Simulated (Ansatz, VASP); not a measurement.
Two plane-wave programs on MgO

```
Mg O
1.0
     0.00000    2.10850    2.10850
     2.10850    0.00000    2.10850
     2.10850    2.10850    0.00000
Mg O
1 1
Cartesian
  0.0000 0.0000 0.0000
  2.1085 2.1085 2.1085
```

Alike in both runs: task relaxation of cell and atoms; functional PBEsol; k mesh 16 × 16 × 16; occupations fermi-dirac, width 0.1 eV; no spin polarisation.

```csv
,VASP,Ansatz
version,VASP 6.6.1,Ansatz 0.2.0
potentials or method,"VASP PAW PBE potentials, release 64 (Mg, O)","PAW with Ansatz's default frozen-core files, scalar-relativistic"
plane-wave cutoff (eV),600,420
valence electrons in the cell,8,16
```

VASP gave:

```
relaxed volume (Å³/atom)                                     : 9.31
relaxed cell length with the largest relative difference (Å) : 2.975
```

Problem. Which values does Ansatz return?

Solution. Relaxed volume (Å³/atom): 9.36; relaxed cell length with the largest relative difference (Å): 2.980.

VASP's potentials were made for PBE, not for PBEsol. VASP's potentials hold 8 valence electrons a cell and Ansatz's 16, so a difference there can come from the potentials and not from the codes.
